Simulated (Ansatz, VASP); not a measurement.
## One calculation of Se, two programs

```xyz
6
Lattice="0.0002 0.0012 -2.7234 -0.0050 -5.4791 0.0007 -10.8597 -0.0102 -0.0004" Properties=species:S:1:pos:R:3 pbc="T T T"
Se   -5.5104   -5.8159    0.0033
Se   -0.0739    0.3361    0.0029
Se  -10.6975   -2.4449    0.0000
Se   -5.2745   -3.0454   -2.7251
Se   -8.2356   -5.8051   -2.7248
Se   -2.8066   -5.1682   -2.7247
```

Change from the starting cell: cell x2, atoms moved at random (sigma 0.1 Å) and cell strained at random (1.5 %), then relaxed without symmetry.

Alike in both runs: functional PBE; k mesh 8 × 4 × 2; occupations gaussian, width 0.2 eV; no spin polarisation.

Ansatz relaxed the structure, and its values are those at the end. VASP's run is a single point on that final structure, the one shown.

|  | VASP | Ansatz |
| --- | --- | --- |
| version | VASP 6.6.1 | Ansatz 0.2.0 |
| potentials or method | VASP PAW PBE potentials, release 64 (Se), cutoff 520 eV | scalar-relativistic, plane waves, PAW |
| valence electrons in the cell | 36 | 96 |

|  | VASP | Ansatz | Ansatz less VASP |
| --- | --- | --- | --- |
| gap on the k mesh at the Fermi level (eV) | none | none | - |
| pressure (GPa) | 0.0 | -0.1 | -0.02 |
| rms of the force components (eV/Å) | 0.011 | 0.011 | -0.0001 |

A gap of «none» marks a metal or a gap that the smearing closes. VASP's potentials hold 36 valence electrons a cell and Ansatz's 96, so a difference there can come from the potentials and not from the codes.
